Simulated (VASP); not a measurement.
Set up this calculation in VASP 6.6.1, as the native input.

```
Task                   : single point
Functional             : LDA
Potentials or basis    : VASP PAW LDA potentials, release 64 (Ba_sv, Ti_sv, O)
Cutoff                 : 600 eV
k mesh                 : 6 × 6 × 6
Occupations            : gaussian, width 0.1 eV
Spin                   : no spin polarisation
Dipole correction      : no
Further INCAR settings : ALGO = Normal; EDIFF = 1e-06; NBANDS = 28
```

The structure of BaTiO3 lies in POSCAR:

```
BaTiO3
1.0
    3.9278277383      0.0000000000      0.0000000000
    0.0000000000      3.9278277383      0.0000000000
    0.0000000000      0.0000000000      3.9799958179
Ba Ti O
1 1 3
Direct
    0.5000000000      0.5000000000      0.5798767784
    0.0000000000      0.0000000000      0.0923546937
    0.0000000000      0.5000000000      0.0649304707
    0.5000000000      0.0000000000      0.0649304707
    0.0000000000      0.0000000000      0.5579045765
```

The input as run:

INCAR

```
PREC = Accurate
ENCUT = 600
EDIFF = 1E-6
ISMEAR = 0
SIGMA = 0.1
LREAL = F
LASPH = T
NELM = 120
ALGO = Normal
ISIF = 2
LWAVE = F
LCHARG = F
NBANDS = 28
GGA_COMPAT = F
```

KPOINTS

```
Automatic mesh
0
Gamma
  6 6 6
```

Potentials or basis: VASP PAW LDA potentials, release 64 (Ba_sv, Ti_sv, O).

Run with:

```bash
$ cat potpaw_LDA.64/Ba_sv/POTCAR potpaw_LDA.64/Ti_sv/POTCAR potpaw_LDA.64/O/POTCAR > POTCAR
$ mpirun -np 1 vasp_std > vasp.out
```

Results of the run:

```
Pressure               : 2.0 GPa
Largest force          : 0.070 eV/Å
Band gap on the k mesh : 1.77 eV (least direct gap 2.07 eV)
```

Caveat: spin-orbit coupling is left out, which moves the levels of the heavy elements.

Run time: 91 s on 1 thread of Oxide Virtual Turin-like Processor (shared host), peak memory 0.18 GiB.
